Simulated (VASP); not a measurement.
Write the native input for VASP 6.6.1 that does the following.

- Task: relaxation of cell and atoms
- Functional: PBE
- Potentials or basis: VASP PAW PBE potentials, release 64 (Al, N)
- Cutoff: 600 eV
- k mesh: 4 × 4 × 4
- Occupations: gaussian, width 0.1 eV
- Spin: no spin polarisation
- Dipole correction: no
- Further INCAR settings: ALGO = Normal; EDIFF = 1e-07; IBRION = 2; EDIFFG = -0.025; NSW = 80; ISIF = 3

The structure of AlN lies in POSCAR:

```
AlN
1.0
    1.5080715877     -2.8659174729      0.0051407465
   -1.4692261872      0.0286100130     -4.8745055152
    4.2637304021      2.7333446153      0.0259673586
Al N
4 4
Direct
    1.0560723847      0.9182025531      0.4715328112
    0.4221735462      0.8440715499      0.9585626622
    0.3244680207      0.3637026067      0.3506085928
    0.8469661548      0.3929808275      0.8562553652
    0.1883020586      0.6197769011      0.1149455182
    0.6052575836      0.6143707859      0.6954070132
    0.7480949768      0.1184780123      0.2882537295
    0.3086652746      0.1284167635      0.7644343077
```

One way to write it, as run:

INCAR

```
SYSTEM = AlN
PREC = Accurate
ENCUT = 600
EDIFF = 1E-7
ISMEAR = 0
SIGMA = 0.1
LREAL = .FALSE.
LASPH = .TRUE.
NELM = 100
ALGO = Normal
ISIF = 3
LWAVE = .FALSE.
LCHARG = .FALSE.
GGA = PE
IBRION = 2
NSW = 80
EDIFFG = -0.025
```

KPOINTS

```
regular mesh
0
G
  4 4 4
  0 0 0
```

Potentials or basis: VASP PAW PBE potentials, release 64 (Al, N).

Command:

```bash
$ cat potpaw_PBE.64/Al/POTCAR potpaw_PBE.64/N/POTCAR > POTCAR
$ mpirun -np 1 vasp_std > vasp.out
```

Results of the run:

```
Relaxed volume                        : 9.77 Å³/atom
Relaxed cell                          : a = 3.165 Å, b = 5.039 Å, c = 5.135 Å, α = 103.51°, β = 96.24°, γ = 97.33°
Space group after relaxing (to 0.1 Å) : Fdd2 (No. 43)
Energy gained by relaxing             : 403.1 meV/atom
Ionic steps                           : 19
Pressure after relaxing               : 0.0 GPa
Largest force after relaxing          : 0.025 eV/Å
Band gap on the k mesh                : 3.19 eV
```

Caveat: the k points lie up to 0.51 Å⁻¹ apart in the final cell.

It took 9.7 min on 1 thread of AMD EPYC 7R13 Processor (Zen 3), on a shared host, peak memory 0.21 GiB.
